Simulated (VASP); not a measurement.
# Rb (I4/mmm) in VASP: a series of runs

Runs on Rb. Level: PBEsol. Tasks: single point.

Everything below comes from runs of VASP 6.6.1. Logs are shortened: lines on timing, memory, paths and dates and some standing lists are left out, and cuts for length are marked.

## Step 1: The cell of the first run

It takes space group I4/mmm (No. 139, tetragonal). Conventional cell: a = 5.612 Å, b = 5.612 Å, c = 5.444 Å, α = 90.00°, β = 90.00°, γ = 90.00°.

## Step 2: Single point, PBEsol (strain +0.000 along x and y, -0.030 along z)

INCAR

```
ALGO     = Fast           # electronic algorithm
EDIFF    = 1E-6           # SCF threshold, eV
ENCUT    = 520            # plane-wave cutoff, eV
GGA      = PS             # functional
ISIF     = 2              # what is computed and relaxed
ISMEAR   = 0              # smearing method
LASPH    = T              # aspherical terms in the spheres
LCHARG   = F              # write CHGCAR
LREAL    = F              # projectors in reciprocal space
LWAVE    = F              # write WAVECAR
NBANDS   = 10             # bands
NELM     = 60             # most SCF steps
PREC     = Accurate       # precision mode
SIGMA    = 0.15           # smearing width, eV
```

KPOINTS

```
k-points
0
Gamma
  12 12 12
```

POSCAR

```
Rb
1.0
   -2.8060000000      2.8060000000      2.7218200000
    2.8060000000     -2.8060000000      2.7218200000
    2.8060000000      2.8060000000     -2.7218200000
Rb
1
Direct
    0.0000000000      0.0000000000      0.0000000000
```

Potentials or basis: VASP PAW PBE potentials, release 64 (Rb_sv).

On the command line:

```sh
$ cat potpaw_PBE.64/Rb_sv/POTCAR > POTCAR
$ mpirun -np 1 vasp_std > vasp.out
```

OUTCAR:

```text
EDIFF = 1E-6
   ENCUT = 520
   GGA = PS
   ISIF = 2
   ISMEAR = 0
   LASPH = T
   LREAL = F
   NELM = 60
   PREC = Accurate

 ion  position               nearest neighbor table
   1  0.000  0.000  0.000-

  LATTYP: Found a body centered tetragonal cell.
 ALAT       =     5.6120000000
 C/A-ratio  =     0.9700000000

  Lattice vectors:

 A1 = (  -2.8060000000,   2.8060000000,   2.7218200000)
 A2 = (   2.8060000000,  -2.8060000000,   2.7218200000)
 A3 = (   2.8060000000,   2.8060000000,  -2.7218200000)

Analysis of symmetry for initial positions (statically):
=====================================================================
 Subroutine PRICEL returns:
 Original cell was already a primitive cell.

 Routine SETGRP: Setting up the symmetry group for a
 body centered tetragonal supercell.

 Subroutine GETGRP returns: Found 16 space group operations
 (whereof 16 operations were pure point group operations)
 out of a pool of 16 trial point group operations.

The static configuration has the point symmetry D_4h.

Analysis of symmetry for dynamics (positions and initial velocities):
=====================================================================
 Subroutine PRICEL returns:
 Original cell was already a primitive cell.

 Routine SETGRP: Setting up the symmetry group for a
 body centered tetragonal supercell.

 Subroutine GETGRP returns: Found 16 space group operations
 (whereof 16 operations were pure point group operations)
 out of a pool of 16 trial point group operations.

The dynamic configuration has the point symmetry D_4h.

 Subroutine INISYM returns: Found 16 space group operations
 (whereof 16 operations are pure point group operations),
 and found     1 'primitive' translations

----------------------------------------------------------------------------------------

                                     Primitive cell

  volume of cell :      85.7225

  direct lattice vectors                    reciprocal lattice vectors
    -2.806000000  2.806000000  2.721820000     0.000000000  0.178189594  0.183700612
     2.806000000 -2.806000000  2.721820000     0.178189594  0.000000000  0.183700612
     2.806000000  2.806000000 -2.721820000     0.178189594  0.178189594  0.000000000

  length of vectors
     4.812024118  4.812024118  4.812024118     0.255924689  0.255924689  0.251998140

  position of ions in fractional coordinates (direct lattice)
     0.000000000  0.000000000  0.000000000

  ion indices of the primitive-cell ions
   primitive index   ion index
                 1           1

----------------------------------------------------------------------------------------

[... 74 lines left out ...]
   NFREE  =      0    steps in history (QN), initial steepest desc. (CG)
   ISIF   =      2    stress and relaxation
   ISYM   =      2    0-nonsym 1-usesym 2-fastsym
   POTIM  = 0.5000    time-step for ionic-motion
   TEBEG  =    0.0;   TEEND  =   0.0 temperature during run
   PSTRESS=    0.0 pullay stress
   NELECT =       9.0000    total number of electrons
   NUPDOWN=      -1.0000    fix difference up-down
   EMIN   =  10.00;   EMAX   =-10.00  energy-range for DOS
   EFERMI =   0.00;   METHOD = LEGACY
   ISMEAR =     0;   SIGMA  =   0.15  broadening in eV -4-tet -1-fermi 0-gaus
   EFERMI_NEDOS =   21; number of points for ismear=-14 and -15
   IALGO  =     68    algorithm
   IMIX   =      4    mixing-type and parameters
     AMIX     =   0.40;   BMIX     =  1.00
     AMIX_MAG =   1.60;   BMIX_MAG =  1.00
  volume/ion in A,a.u.               =      85.72       578.48
  Fermi-wavevector in a.u.,A,eV,Ry     =   0.772308  1.459451  8.115335  0.596460
  Thomas-Fermi vector in A             =   1.873912
   LORBIT       =      0    0 simple, 1 ext, 2 COOP (PROOUT), +10 PAW based schemes
   GGA     = PS    functional components
   LHFCALC =     F    Hartree Fock is set to
   AEXX    =    0.0000 exact exchange contribution
   IVDW    =     0    specifies the selected vdW correction
   LEPSILON=     F    determine dielectric tensor
   LRPA    =     F    only Hartree local field effects (RPA)
 non-spin polarized calculation
 RMM-DIIS sequential band-by-band and
 Gauss-broadening in eV      SIGMA  =   0.15
  energy-cutoff  :      520.00
  volume of cell :       85.72
 maximum number of plane-waves:      2335
   NGX = 17   NGY = 17   NGZ = 17

 number of electron       9.0000000 magnetization

 Free energy of the ion-electron system (eV)
  ---------------------------------------------------
  ext. energy  EPLUGINS =         0.00000000
  ---------------------------------------------------
  free energy    TOTEN  =        -1.02901718 eV

  energy without entropy =       -1.01793462  energy(sigma->0) =       -1.02347590

 E-fermi :   0.0743     XC(G=0):  -5.6717

 val. band max:        0.0486692628   @ k =   0.3333   0.0833   0.0833
 cond. band min:       0.0781493516   @ k =   0.5000   0.3333   0.0000
 fundamental gap:      0.0294800888
 Fermi energy:         0.0742987139

 k-point     1 :       0.0000    0.0000    0.0000
  band No.  band energies     occupation
      1     -28.7450      2.00000
      2     -12.7853      2.00000
      3     -12.7853      2.00000
      4     -12.7853      2.00000
      5      -1.9762      2.00000
      6       3.7084      0.00000
      7       3.8725      0.00000
      8       3.8725      0.00000
      9       4.6892      0.00000
     10       4.9177      0.00000
[... 287 lines left out ...]
 k-point    24 :      -0.4167    0.1667   -0.0000
  band No.  band energies     occupation
      1     -28.7402      2.00000
      2     -12.8751      2.00000
      3     -12.8205      2.00000
      4     -12.7939      2.00000
      5      -0.4895      2.00000
      6       1.9914      0.00000
      7       2.5059      0.00000
      8       4.4731      0.00000
      9       4.7441      0.00000
     10       5.3388      0.00000

 [... further k-points ...]
[... 5 lines left out ...]
  --------------------------------------------------------------------------------------
  -------------------------------------------------------------------------------------
  Total        0.0123065      0.0123065      0.0178442      0.0000000      0.0000000      0.0000000
  in kB        0.2300110      0.2300110      0.3335133      0.0000000      0.0000000      0.0000000
  external PRESSURE =       0.2645118 kB  Pullay stress =       0.0000000 kB

 VOLUME and BASIS-vectors are now :
 -----------------------------------------------------------------------------
  energy-cutoff  :      520.00
  volume of cell :       85.72
      direct lattice vectors                 reciprocal lattice vectors
    -2.806000000  2.806000000  2.721820000     0.000000000  0.178189594  0.183700612
     2.806000000 -2.806000000  2.721820000     0.178189594  0.000000000  0.183700612
     2.806000000  2.806000000 -2.721820000     0.178189594  0.178189594  0.000000000

 POSITION                                       TOTAL-FORCE (eV/Angst)
 -----------------------------------------------------------------------------------
      0.00000      0.00000      0.00000         0.000000     -0.000000      0.000000
 -----------------------------------------------------------------------------------
    total drift:                               -0.000000      0.000000      0.000000

  FREE ENERGIE OF THE ION-ELECTRON SYSTEM (eV)
  ---------------------------------------------------
  free  energy   TOTEN  =        -1.0290171825 eV

  energy  without entropy=       -1.0179346152  energy(sigma->0) =       -1.02347590
```

Run time: 3.9 min. Hardware: 1 thread of AMD EPYC 7R13, shared host; peak memory 0.26 GiB.

Results:

```yaml
Free_energy: -1.0290 eV
Pressure: 0.0 GPa
```

Caveat: the cell differs from its parent crystal (strain +0.000 along x and y, -0.030 along z); the PAW data sets were made with another functional, which shifts forces and pressure a little.

## Step 3: Single point, PBEsol (strain -0.015 along x and y, +0.000 along z)

INCAR

```
SYSTEM = Rb
ALGO = Fast
EDIFF = 1E-6
ENCUT = 520
GGA = PS
ISIF = 2
ISMEAR = 0
LASPH = .True.
LCHARG = .False.
LREAL = .False.
LWAVE = .False.
NBANDS = 10
NELM = 60
PREC = Accurate
SIGMA = 0.15
```

KPOINTS

```
k-points
0
Gamma
  12 12 12
  0 0 0
```

POSCAR

```
Rb
1.0
   -2.7639100000      2.7639100000      2.8060000000
    2.7639100000     -2.7639100000      2.8060000000
    2.7639100000      2.7639100000     -2.8060000000
Rb
1
Direct
    0.0000000000      0.0000000000      0.0000000000
```

Potentials or basis: VASP PAW PBE potentials, release 64 (Rb_sv).

On the command line:

```sh
$ cat potpaw_PBE.64/Rb_sv/POTCAR > POTCAR
$ mpirun -np 1 vasp_std > vasp.out
```

Run time: 3.9 min. Hardware: 1 thread of AMD EPYC 7R13, shared host; peak memory 0.26 GiB.

Results (log left out):

* Free energy: -1.0291 eV
* Pressure: 0.0 GPa

Levels at points of the mesh, in eV from the Fermi level:
| k point | band 3 | band 4 | band 5 | band 6 | band 7 | band 8 |
| --- | --- | --- | --- | --- | --- | --- |
| (0.00, 0.00, 0.00) | -12.86 | -12.86 | -2.05 | 3.71 | 3.71 | 3.79 |
| (0.50, 0.00, 0.00) | -12.90 | -12.86 | 0.22 | 0.82 | 2.63 | 4.37 |
| (0.50, 0.50, 0.00) | -12.90 | -12.86 | 0.25 | 0.86 | 2.55 | 4.43 |
| (0.50, 0.50, 0.50) | -12.94 | -12.94 | 1.21 | 1.25 | 3.30 | 3.46 |

Caveat: the cell differs from its parent crystal (strain -0.015 along x and y, +0.000 along z); the PAW data sets were made with another functional, which shifts forces and pressure a little.
